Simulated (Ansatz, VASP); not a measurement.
C in VASP and in Ansatz

```
C
1.0
     0.00000    1.78573    1.78573
     1.78573    0.00000    1.78573
     1.78573    1.78573    0.00000
C
2
Cartesian
  0.0000 0.0000 0.0000
  0.8929 0.8929 0.8929
```

Alike in both runs: functional PBE; k mesh 12 × 12 × 12; occupations gaussian, width 0.02 eV; no spin polarisation.

Ansatz relaxed the structure, and its values are those at the end. VASP's run is a single point on that final structure, the one shown.

|  | VASP | Ansatz |
| --- | --- | --- |
| version | VASP 6.6.1 | Ansatz 0.2.0 |
| potentials or method | VASP PAW PBE potentials, release 64 (C), cutoff 520 eV | scalar-relativistic, plane waves, PAW |
| valence electrons in the cell | 8 | 8 |

Ansatz gave:

- gap on the k mesh at the Fermi level (eV): 4.15
- least direct gap on the mesh (eV): 5.58
- pressure (GPa): 0.0

What did VASP give for the same quantities?

gap on the k mesh at the Fermi level (eV): 4.14; least direct gap on the mesh (eV): 5.58; pressure (GPa): 0.7.
